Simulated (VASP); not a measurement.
Write the native input for VASP 6.6.1 that does the following.

* Task: single point
* Functional: PBE
* Potentials or basis: VASP PAW PBE potentials, release 64 (Ca_sv, Zr_sv, N)
* Cutoff: 520 eV
* k mesh: 6 × 6 × 6
* Occupations: gaussian, width 0.1 eV
* Spin: no spin polarisation
* Dipole correction: no
* Further INCAR settings: ALGO = Normal; EDIFF = 1e-06; NBANDS = 70

The structure of Ca3ZrN3 lies in POSCAR:

```
Ca3ZrN3
1.0
    7.9458635461      0.0000000000      0.0000000000
   -3.9729317731      6.8813196860      0.0000000000
    0.0000000000      0.0000000000      4.9803875297
Ca Zr N
6 2 6
Direct
    0.6739146356      0.8100369988      0.7500000000
    0.1361223632      0.3260853644      0.7500000000
    0.1899630012      0.8638776368      0.7500000000
    0.3260853644      0.1899630012      0.2500000000
    0.8100369988      0.1361223632      0.2500000000
    0.8638776368      0.6739146356      0.2500000000
    0.6666666667      0.3333333333      0.7500000000
    0.3333333333      0.6666666667      0.2500000000
    0.3693450668      0.2109941599      0.7500000000
    0.7890058401      0.1583509070      0.7500000000
    0.8416490930      0.6306549332      0.7500000000
    0.1583509070      0.3693450668      0.2500000000
    0.6306549332      0.7890058401      0.2500000000
    0.2109941599      0.8416490930      0.2500000000
```

These files were run (other wordings do the same):

INCAR

```
SYSTEM = Ca3ZrN3
  PREC = Accurate
  ENCUT = 520
  EDIFF = 1E-6
  ISMEAR = 0
  SIGMA = 0.1
  LREAL = .FALSE.
  LASPH = .TRUE.
  NELM = 60
  ALGO = Normal
  ISIF = 2
  LWAVE = .FALSE.
  LCHARG = .TRUE.
  GGA = PE
  LELF = .TRUE.
  LVHAR = .TRUE.
  NBANDS = 70
```

KPOINTS

```
regular mesh
0
G
  6 6 6
  0 0 0
```

Potentials or basis: VASP PAW PBE potentials, release 64 (Ca_sv, Zr_sv, N).

Run with:

```console
$ cat potpaw_PBE.64/Ca_sv/POTCAR potpaw_PBE.64/Zr_sv/POTCAR potpaw_PBE.64/N/POTCAR > POTCAR
$ mpirun -np 1 vasp_std > vasp.out
```

Results of the run:

```
Pressure               : 0.3 GPa
Largest force          : 0.020 eV/Å
Band gap on the k mesh : zero (bands 57 and 58 overlap by 1.51 eV)
```

It took 7.8 min on 1 thread of Intel(R) Xeon(R) 6975P-C (Granite Rapids), on a shared host, peak memory 0.67 GiB.
